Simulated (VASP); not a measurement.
# Li (P6_3/mmc) in VASP: relaxation of cell and atoms with r2SCAN

Aim: the relaxation of cell and atoms of Li with r2SCAN.

Everything below comes from runs of VASP 6.6.1. Logs are shortened: lines on timing, memory, paths and dates and some standing lists are left out, and cuts for length are marked.

## Step 1: The cell of the first run

The structure is hexagonal, space group P6_3/mmc (No. 194). The conventional cell has a = 3.111 Å, b = 3.111 Å, c = 5.093 Å, α = 90.00°, β = 90.00°, γ = 120.00°. Li (site symmetry -6m2) has 12 Li at 3.11 to 3.12 Å within 4.1 Å.

This isn't the form of Li at room conditions, which is bcc.

## Step 2: Relaxation of cell and atoms, r2SCAN

File POSCAR:

```
Li
1.0
    3.1110021516      0.0000000000      0.0000000000
   -1.5555010758      2.6942068945      0.0000000000
    0.0000000000      0.0000000000      5.0930000000
Li
2
Direct
    0.3333333333      0.6666666667      0.2500000000
    0.6666666667      0.3333333333      0.7500000000
```

File INCAR.step1:

```
ALGO     = Normal         # electronic algorithm
EDIFF    = 1E-4           # SCF threshold, eV
ENCUT    = 600            # plane-wave cutoff, eV
GGA      = PE             # functional
ISMEAR   = 0              # smearing method
LASPH    = T              # aspherical terms in the spheres
LCHARG   = F              # write CHGCAR
LREAL    = F              # projectors in reciprocal space
LWAVE    = T              # write WAVECAR
NELM     = 60             # most SCF steps
PREC     = Accurate       # precision mode
SIGMA    = 0.1            # smearing width, eV
```

File INCAR.step2:

```
ALGO     = Normal         # electronic algorithm
EDIFF    = 1E-6           # SCF threshold, eV
EDIFFG   = -0.005         # ionic threshold
ENCUT    = 600            # plane-wave cutoff, eV
IBRION   = 2              # ionic algorithm
ISIF     = 3              # what is computed and relaxed
ISMEAR   = 0              # smearing method
ISTART   = 1            
LASPH    = T              # aspherical terms in the spheres
LCHARG   = F              # write CHGCAR
LMIXTAU  = T            
LREAL    = F              # projectors in reciprocal space
LWAVE    = F              # write WAVECAR
METAGGA  = R2SCAN         # meta-GGA
NELM     = 60             # most SCF steps
NSW      = 100            # ionic steps
PREC     = Accurate       # precision mode
SIGMA    = 0.1            # smearing width, eV
```

File KPOINTS:

```
k-points
0
Gamma
  15 15 8
```

Potentials or basis: VASP PAW PBE potentials, release 64 (Li_sv).

Started as:

```
$ cat potpaw_PBE.64/Li_sv/POTCAR > POTCAR
$ cp INCAR.step1 INCAR
$ mpirun -np 1 vasp_std > vasp.out
$ cp INCAR.step2 INCAR
$ mpirun -np 1 vasp_std > vasp.out
```

OUTCAR:

```text
EDIFF = 1E-6
   EDIFFG = -0.005
   ENCUT = 600
   IBRION = 2
   ISIF = 3
   ISMEAR = 0
   ISTART = 1
   LASPH = T
   LREAL = F
   METAGGA = R2SCAN
   NELM = 60
   NSW = 100
   PREC = Accurate

 ion  position               nearest neighbor table
   1  0.333  0.667  0.250-
   2  0.667  0.333  0.750-

  LATTYP: Found a hexagonal cell.
 ALAT       =     3.1110021516
 C/A-ratio  =     1.6370930497

  Lattice vectors:

 A1 = (   3.1110021516,   0.0000000000,   0.0000000000)
 A2 = (  -1.5555010758,   2.6942068945,   0.0000000000)
 A3 = (   0.0000000000,   0.0000000000,   5.0930000000)

Analysis of symmetry for initial positions (statically):
=====================================================================
 Subroutine PRICEL returns:
 Original cell was already a primitive cell.

 Routine SETGRP: Setting up the symmetry group for a
 hexagonal supercell.

 Subroutine GETGRP returns: Found 24 space group operations
 (whereof 12 operations were pure point group operations)
 out of a pool of 24 trial point group operations.

The static configuration has the point symmetry D_3d.
 The point group associated with its full space group is D_6h.

Analysis of symmetry for dynamics (positions and initial velocities):
=====================================================================
 Subroutine PRICEL returns:
 Original cell was already a primitive cell.

 Routine SETGRP: Setting up the symmetry group for a
 hexagonal supercell.

 Subroutine GETGRP returns: Found 24 space group operations
 (whereof 12 operations were pure point group operations)
 out of a pool of 24 trial point group operations.

The dynamic configuration has the point symmetry D_3d.
 The point group associated with its full space group is D_6h.

 Subroutine INISYM returns: Found 24 space group operations
 (whereof 12 operations are pure point group operations),
 and found     1 'primitive' translations

----------------------------------------------------------------------------------------

                                     Primitive cell

  volume of cell :      42.6879

  direct lattice vectors                    reciprocal lattice vectors
     3.111002152  0.000000000  0.000000000     0.321439829  0.185583372  0.000000000
    -1.555501076  2.694206895  0.000000000     0.000000000  0.371166744  0.000000000
[... 99 lines left out ...]
   EFERMI =   0.00;   METHOD = LEGACY
   ISMEAR =     0;   SIGMA  =   0.10  broadening in eV -4-tet -1-fermi 0-gaus
   EFERMI_NEDOS =   21; number of points for ismear=-14 and -15
   IALGO  =     38    algorithm
   IMIX   =      4    mixing-type and parameters
     AMIX     =   0.40;   BMIX     =  1.00
     AMIX_MAG =   1.60;   BMIX_MAG =  1.00
  volume/ion in A,a.u.               =      21.34       144.04
  Fermi-wavevector in a.u.,A,eV,Ry     =   0.851184  1.608505  9.857621  0.724515
  Thomas-Fermi vector in A             =   1.967278
   LORBIT       =      0    0 simple, 1 ext, 2 COOP (PROOUT), +10 PAW based schemes
   METAGGA = R2SCAN    functional components
   LHFCALC =     F    Hartree Fock is set to
   AEXX    =    0.0000 exact exchange contribution
   IVDW    =     0    specifies the selected vdW correction
   LEPSILON=     F    determine dielectric tensor
   LRPA    =     F    only Hartree local field effects (RPA)
 conjugate gradient relaxation of ions
 non-spin polarized calculation
 Gauss-broadening in eV      SIGMA  =   0.10
  energy-cutoff  :      600.00
  volume of cell :       42.69
 maximum number of plane-waves:      1448
 NGX is ok and might be reduce to    28
   NGX = 13   NGY = 13   NGZ = 21

--------------------------------------- Ionic step        1  -------------------------------------------

 number of electron       6.0000000 magnetization

 Free energy of the ion-electron system (eV)
  ---------------------------------------------------
  ext. energy  EPLUGINS =         0.00000000
  ---------------------------------------------------
  free energy    TOTEN  =        -4.76973176 eV

  energy without entropy =       -4.76469656  energy(sigma->0) =       -4.76721416

------------------------ aborting loop because EDIFF is reached ----------------------------------------

  FORCE on cell =-STRESS in cart. coord.  units (eV):
  Direction    XX          YY          ZZ          XY          YZ          ZX
  --------------------------------------------------------------------------------------
  -------------------------------------------------------------------------------------
  Total       -0.1142266     -0.1142266     -0.0679536      0.0000000      0.0000000      0.0000000
  in kB       -4.2871917     -4.2871917     -2.5504579      0.0000000      0.0000000      0.0000000
  external PRESSURE =      -3.7082805 kB  Pullay stress =       0.0000000 kB
[... 167 lines left out ...]
--------------------------------------- Ionic step        6  -------------------------------------------

 number of electron       5.9999992 magnetization

 Free energy of the ion-electron system (eV)
  ---------------------------------------------------
  ext. energy  EPLUGINS =         0.00000000
  ---------------------------------------------------
  free energy    TOTEN  =        -4.77041644 eV

  energy without entropy =       -4.76546940  energy(sigma->0) =       -4.76794292

 E-fermi :   0.6567     XC(G=0):  -7.4545

 val. band max:        0.6533879114   @ k =   0.4667   0.0667   0.0000
 cond. band min:       0.6627931032   @ k =   0.4000  -0.0000   0.5000
 fundamental gap:      0.0094051919
 Fermi energy:         0.6567425191

 k-point     1 :       0.0000    0.0000    0.0000
  band No.  band energies     occupation
      1     -47.4070      2.00000
      2     -47.3882      2.00000
      3      -3.2340      2.00000
      4       0.5679      1.79106
      5       3.7160      0.00000
      6      14.6384      0.00000
      7      14.6384      0.00000
[... 221 lines left out ...]
 k-point    24 :       0.4000    0.2000    0.0000
  band No.  band energies     occupation
      1     -47.3852      2.00000
      2     -47.3816      2.00000
      3       1.2256      0.00000
      4       2.3115      0.00000
      5       5.3692      0.00000
      6       6.4310      0.00000
      7       7.4421      0.00000

 [... further k-points ...]

------------------------ aborting loop because EDIFF is reached ----------------------------------------

  FORCE on cell =-STRESS in cart. coord.  units (eV):
  Direction    XX          YY          ZZ          XY          YZ          ZX
  --------------------------------------------------------------------------------------
  -------------------------------------------------------------------------------------
  Total       -0.0043147     -0.0043147     -0.0037857      0.0000000     -0.0000000      0.0000000
  in kB       -0.1712860     -0.1712860     -0.1502861      0.0000000     -0.0000000      0.0000000
  external PRESSURE =      -0.1642861 kB  Pullay stress =       0.0000000 kB
[... 17 lines left out ...]
  FREE ENERGIE OF THE ION-ELECTRON SYSTEM (eV)
  ---------------------------------------------------
  free  energy   TOTEN  =        -4.7704164437 eV

  energy  without entropy=       -4.7654693982  energy(sigma->0) =       -4.76794292

 reached required accuracy - stopping structural energy minimisation
```

Run time: 13 min. Hardware: 1 thread of Intel Xeon 6975P-C (Granite Rapids), shared host; peak memory 0.2 GiB.

What came out:

```
Free energy                           : -4.7704 eV
Relaxed volume                        : 20.18 Å³/atom
Relaxed cell                          : a = 3.044 Å, b = 3.044 Å, c = 5.028 Å, α = 90.00°, β = 90.00°, γ = 120.00°
Space group after relaxing (to 0.1 Å) : P6_3/mmc (No. 194)
Energy gained by relaxing             : 0.3 meV/atom
Ionic steps                           : 6
Pressure after relaxing               : 0.0 GPa
Band gap on the k mesh                : zero (bands 3 and 4 overlap by 5.08 eV)
```

Step by step:
```tsv
step	energy change (eV)	largest force (eV/Å)	pressure (GPa)	volume (Å³)
1	0.0000	0.0000	-0.37	42.69
2	-0.0006	0.0000	-0.37	42.38
3	-0.0014	0.0000	-0.27	41.48
4	0.0004	0.0000	0.22	39.71
5	-0.0008	0.0000	-0.04	40.48
6	-0.0007	0.0000	-0.02	40.36
```

Final structure:
```xyz
2
Lattice="3.0444 0.0000 0.0000 -1.5222 2.6365 0.0000 0.0000 0.0000 5.0281" Properties=species:S:1:pos:R:3 pbc="T T T"
Li    0.0000    1.7577    1.2570
Li    1.5222    0.8788    3.7711
```

Levels at points of the mesh, in eV from the Fermi level:
```csv
k point,band 1,band 2,band 3,band 4,band 5,band 6,band 7
"(0.00, 0.00, 0.00)",-48.06,-48.04,-3.89,-0.09,3.06,13.98,13.98
"(0.00, 0.00, 0.50)",-48.05,-48.05,-2.70,-2.70,8.48,8.48,15.01
```

Caveat: the cutoff is under 1.25 times the usual one of these potentials, so pressure, stress and relaxed cells hold a basis-set (Pulay) error; the PAW data sets were made with another functional, which shifts forces and pressure a little.
